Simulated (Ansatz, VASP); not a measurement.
# Zn2CdSe3 in VASP and in Ansatz

Contents of INCAR:

```
SYSTEM = Zn2CdSe3
PREC = Accurate ; ENCUT = 600
EDIFF = 1E-6 ; ISMEAR = 0
SIGMA = 0.15 ; LREAL = .False.
LASPH = .True. ; NELM = 60
ALGO = Normal ; ISIF = 3
LWAVE = .False. ; LCHARG = .False.
GGA = PE ; IBRION = 2
NSW = 36 ; EDIFFG = -0.08
```

Contents of KPOINTS:

```
regular mesh
0
Gamma
  4 4 4
  0 0 0
```

Contents of POSCAR:

```
Zn2CdSe3
1.0
   -2.0500000000      2.0500000000      8.7000000000
    2.0500000000     -2.0500000000      8.7000000000
    2.0500000000      2.0500000000     -8.7000000000
Zn Cd Se
2 1 3
Direct
    0.6667000000      0.6667000000      0.0000000000
    0.3333000000      0.3333000000      0.0000000000
    0.0000000000      0.0000000000      0.0000000000
    0.7500000000      0.2500000000      0.5000000000
    0.0833300000      0.5833300000      0.5000000000
    0.4166700000      0.9166700000      0.5000000000
```

Input for Ansatz:

```yaml
crystal:
  lattice:
    - [-2.05, 2.05, 8.7]
    - [2.05, -2.05, 8.7]
    - [2.05, 2.05, -8.7]
  atoms:
    - { symbol: Zn, position: [0.6667, 0.6667, 0.0] }
    - { symbol: Zn, position: [0.3333, 0.3333, 0.0] }
    - { symbol: Cd, position: [0.0, 0.0, 0.0] }
    - { symbol: Se, position: [0.75, 0.25, 0.5] }
    - { symbol: Se, position: [0.08333, 0.58333, 0.5] }
    - { symbol: Se, position: [0.41667, 0.91667, 0.5] }
basis:
  ecutwfc: 420
kpoints:
  mp_grid: { grid: [4, 4, 4] }
hamiltonian:
  xc: pbe
scf:
  occupations: { method: gaussian, width: 0.15 }
  lower_state_search: "off"
output:
  forces: true
  stress: true
  eigenvalues: true
relax:
  adjacent_minimum: "off"
  f_tol: 0.08
  max_steps: 16
  cell: { stress_tol: 0.8 }
```

Alike in both runs: task relaxation of cell and atoms; functional PBE; k mesh 4 × 4 × 4; occupations gaussian, width 0.15 eV; no spin polarisation.

|  | VASP | Ansatz |
| --- | --- | --- |
| version | VASP 6.6.1 | Ansatz 0.2.0 |
| potentials or method | VASP PAW PBE potentials, release 64 (Zn, Cd, Se), cutoff 600 eV | scalar-relativistic, plane waves, PAW |
| valence electrons in the cell | 54 | 92 |

|  | VASP | Ansatz | Ansatz less VASP |
| --- | --- | --- | --- |
| gap on the k mesh at the Fermi level, each at its own relaxed structure (eV) | 0.79 | 0.82 | +0.029 |
| relaxed volume (Å³/atom) | 25.76 | 25.55 | -0.205 |
| relaxed cell length with the largest relative difference (Å) | 9.332 | 9.301 | -0.0311 |

VASP's potentials hold 54 valence electrons a cell and Ansatz's 92, so a difference there can come from the potentials and not from the codes.

The k mesh is coarse, so the values compare programs but aren't converged.
